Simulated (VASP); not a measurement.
**Ag3SnSe: single point with PBE**

The system is Ag3SnSe.

```
Ag Sn Se
1.0
     4.56526    0.00000    0.00000
     0.00000    4.56526    0.00000
     0.00000    0.00000    4.69371
Ag Sn Se
3 1 1
Cartesian
  0.0000 2.2826 0.3014
  2.2826 0.0000 0.3014
  0.0000 0.0000 2.5767
  0.0000 0.0000 0.4696
  2.2826 2.2826 2.7343
```

```yaml
Program: VASP 6.6.1
Task: single point
Functional: PBE
Potentials_or_basis: VASP PAW PBE potentials, release 64 (Ag, Sn_d, Se)
Cutoff: 520 eV
k_mesh: 4 × 4 × 4
Occupations: gaussian, width 0.1 eV
Spin: no spin polarisation
```

The pressure is 42.6 GPa and the largest force is 9.704 eV/Å.

Forces on the atoms (eV/Å):
```
Ag   0.000  0.000 -0.974
Ag   0.000  0.000 -0.974
Ag   0.000  0.000  9.704
Sn   0.000  0.000 -7.912
Se   0.000  0.000  0.156
```

Stress tensor (GPa, compression positive):
```
40.79  0.00  0.00
 0.00 40.79  0.00
 0.00  0.00 46.24
```

Levels at points of the mesh, in eV from the Fermi level:
```tsv
k point	band 22	band 23	band 24	band 25	band 26	band 27	band 28	band 29	band 30	band 31
(0.00, 0.00, 0.00)	-4.16	-3.30	-3.14	-3.14	-0.05	-0.05	-0.03	1.96	2.31	5.79
(0.50, 0.00, 0.00)	-4.50	-3.22	-1.39	-1.27	-0.64	-0.46	-0.28	2.91	4.07	5.98
(0.50, 0.50, 0.00)	-4.49	-3.58	-3.58	-0.81	0.81	0.81	1.11	1.22	2.77	4.29
(0.00, 0.00, 0.50)	-4.47	-3.15	-1.38	-1.38	-0.48	-0.48	-0.46	3.09	4.18	6.02
(0.50, 0.00, 0.50)	-4.51	-3.68	-3.68	-0.74	0.80	0.98	1.20	1.39	3.26	4.54
(0.50, 0.50, 0.50)	-4.41	-3.45	-3.45	-3.36	-1.22	-1.22	-1.20	4.80	5.09	5.09
```

Wall time 50 s on 1 thread of Intel(R) Xeon(R) 6975P-C (Granite Rapids), with other jobs on the host, peak memory 0.23 GiB.

Caveat: spin-orbit coupling is left out, which moves the levels of the heavy elements; forces of over 1 eV/Å act on the atoms, so gaps and moduli don't describe the material at rest.
